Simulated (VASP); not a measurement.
Here is a VASP 6.6.1 calculation.

The input INCAR:

```
PREC     = Accurate       # precision mode
ENCUT    = 520            # plane-wave cutoff, eV
EDIFF    = 1E-7           # SCF threshold, eV
ISMEAR   = -1             # smearing method
SIGMA    = 0.08           # smearing width, eV
LREAL    = F              # projectors in reciprocal space
LASPH    = T              # aspherical terms in the spheres
NELM     = 60             # most SCF steps
ALGO     = Normal         # electronic algorithm
ISIF     = 2              # what is computed and relaxed
LWAVE    = F              # write WAVECAR
LCHARG   = F              # write CHGCAR
GGA      = PE             # functional
NBANDS   = 11             # bands
```

The input KPOINTS:

```
regular mesh
0
Gamma
  15 15 15
```

The input POSCAR:

```
Pd
1.0
    2.3755550530      0.0000000000      0.0000000000
    0.0000000000      2.3755550530      0.0000000000
    0.0000000000      0.0000000000      2.3755550530
Pd
1
Direct
    0.0000000000      0.0000000000      0.0000000000
```

Potentials or basis: VASP PAW PBE potentials, release 64 (Pd).

Command:

```console
$ cat potpaw_PBE.64/Pd/POTCAR > POTCAR
$ mpirun -np 1 vasp_std > vasp.out
```

Problem. Estimate the pressure.

Solution. 73.5 GPa.

Problem. Estimate the band gap on the k mesh.

Solution. Zero (band 5 reaches 13.74 eV, above the bottom of band 6 at 10.81 eV).
